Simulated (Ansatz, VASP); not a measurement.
# LaTe in VASP and in Ansatz

File INCAR:

```
PREC     = Accurate       # precision mode
ENCUT    = 520            # plane-wave cutoff, eV
EDIFF    = 1E-8           # SCF threshold, eV
ISMEAR   = -1             # smearing method
SIGMA    = 0.08           # smearing width, eV
LREAL    = False          # projectors in reciprocal space
LASPH    = True           # aspherical terms in the spheres
NELM     = 100            # most SCF steps
ALGO     = Normal         # electronic algorithm
ISIF     = 2              # what is computed and relaxed
LWAVE    = False          # write WAVECAR
LCHARG   = False          # write CHGCAR
LEFG     = True         
NBANDS   = 16             # bands
```

File KPOINTS:

```
regular mesh
0
Gamma
  10 10 10
```

POSCAR

```
LaTe
1.0
    0.0000000000      3.1454509951      3.1454509951
    3.1454509951      0.0000000000      3.1454509951
    3.1454509951      3.1454509951      0.0000000000
La Te
1 1
Direct
    0.0000000000      0.0000000000      0.0000000000
    0.5000000000      0.5000000000      0.5000000000
```

Input for Ansatz:

```yaml
crystal:
  lattice:
    - [0.0, 3.1454509951, 3.1454509951]
    - [3.1454509951, 0.0, 3.1454509951]
    - [3.1454509951, 3.1454509951, 0.0]
  atoms:
    - { symbol: La, position: [0.0, 0.0, 0.0] }
    - { symbol: Te, position: [0.5, 0.5, 0.5] }
kpoints:
  mp_grid: { grid: [10, 10, 10] }
scf:
  occupations: { method: fermi_dirac, width: 0.08 }
hamiltonian:
  xc: lda
  pseudopotentials: { kind: paw }
output:
  forces: true
  stress: true
  eigenvalues: true
  efg: { contact_densities: true }
```

Change from the starting cell: volume scaled by 0.94, PAW files.

Alike in both runs: task electric field gradients; functional LDA; k mesh 10 × 10 × 10; occupations fermi-dirac, width 0.08 eV; no spin polarisation.

```csv
,VASP,Ansatz
version,VASP 6.6.1,Ansatz 0.2.0
potentials or method,"VASP PAW LDA potentials, release 64 (La, Te)","PAW with Ansatz's default frozen-core files, scalar-relativistic"
plane-wave cutoff (eV),520,420
valence electrons in the cell,17,27
```

```csv
,VASP,Ansatz,Ansatz less VASP
pressure (GPa),1.9,1.8,-0.06
```

LDA's correlation is that of Perdew and Zunger in VASP and of Perdew and Wang (1992) in Ansatz. VASP's potentials hold 17 valence electrons a cell and Ansatz's 27, so a difference there can come from the potentials and not from the codes.

Spin-orbit coupling is off throughout.
